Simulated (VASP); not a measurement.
Here is a VASP 6.6.1 calculation.

The input POSCAR:

```
B3As2N
1.0
   -1.5706167180      4.6863938012      2.2044577754
    1.5706167180     -4.6863938012      2.2044577754
    1.5706167180      4.6863938012     -2.2044577754
N B As
1 3 2
Direct
   -0.0128770054     -0.0128770054      0.0000000000
    0.1884470533      0.6884470533      0.5000000000
    0.6482706340      0.7865468745      0.8617237596
    0.9248231149      0.7865468745      0.1382762404
    0.3372650065      0.0006681016      0.3365969049
    0.6640711967      0.0006681016      0.6634030951
```

File INCAR.step1:

```
SYSTEM = B3As2N
PREC     = Accurate       ! precision mode
ENCUT    = 520            ! plane-wave cutoff, eV
ISMEAR   = -1             ! smearing method
SIGMA    = 0.02           ! smearing width, eV
LREAL    = .False.        ! projectors in reciprocal space
LASPH    = .True.         ! aspherical terms in the spheres
NELM     = 80             ! most SCF steps
NBANDS   = 21             ! bands
GGA      = PE             ! functional
ALGO     = Normal         ! electronic algorithm
EDIFF    = 1E-4           ! SCF threshold, eV
LWAVE    = .True.         ! write WAVECAR
LCHARG   = .False.        ! write CHGCAR
```

INCAR.step2

```
SYSTEM = B3As2N
PREC     = Accurate       ! precision mode
ENCUT    = 520            ! plane-wave cutoff, eV
EDIFF    = 1E-6           ! SCF threshold, eV
ISMEAR   = -1             ! smearing method
SIGMA    = 0.02           ! smearing width, eV
LREAL    = .False.        ! projectors in reciprocal space
LASPH    = .True.         ! aspherical terms in the spheres
NELM     = 80             ! most SCF steps
ALGO     = Normal         ! electronic algorithm
ISIF     = 2              ! what is computed and relaxed
LWAVE    = .False.        ! write WAVECAR
LCHARG   = .True.         ! write CHGCAR
METAGGA  = R2SCAN         ! meta-GGA
LMIXTAU  = .True.       
LELF     = .True.         ! ELF
LVHAR    = .True.       
NBANDS   = 21             ! bands
ISTART   = 1
```

File KPOINTS:

```
Automatic mesh
0
Gamma
  10 10 10
  0 0 0
```

Potentials or basis: VASP PAW PBE potentials, release 64 (N, B, As).

The run is started by

```console
$ cat potpaw_PBE.64/N/POTCAR potpaw_PBE.64/B/POTCAR potpaw_PBE.64/As/POTCAR > POTCAR
$ cp INCAR.step1 INCAR
$ mpirun -np 1 vasp_std > vasp.out
$ cp INCAR.step2 INCAR
$ mpirun -np 1 vasp_std > vasp.out
```

**Question.** Estimate the largest force.

**Answer.** 0.046 eV/Å.

**Question.** What does it give for the pressure?

**Answer.** 0.4 GPa.

**Question.** Predict the band gap on the k mesh.

**Answer.** 0.41 eV (least direct gap 0.92 eV).

Forces on the atoms (eV/Å):
```
N    0.000  0.000  0.046
B    0.000  0.000 -0.039
B    0.000 -0.016  0.005
B    0.000  0.016  0.005
As   0.000 -0.010 -0.008
As   0.000  0.010 -0.008
```

Caveat: semilocal functionals underestimate gaps, and a narrow one can read as zero; the PAW data sets were made with another functional, which shifts forces and pressure a little. A k mesh can miss the band edges.
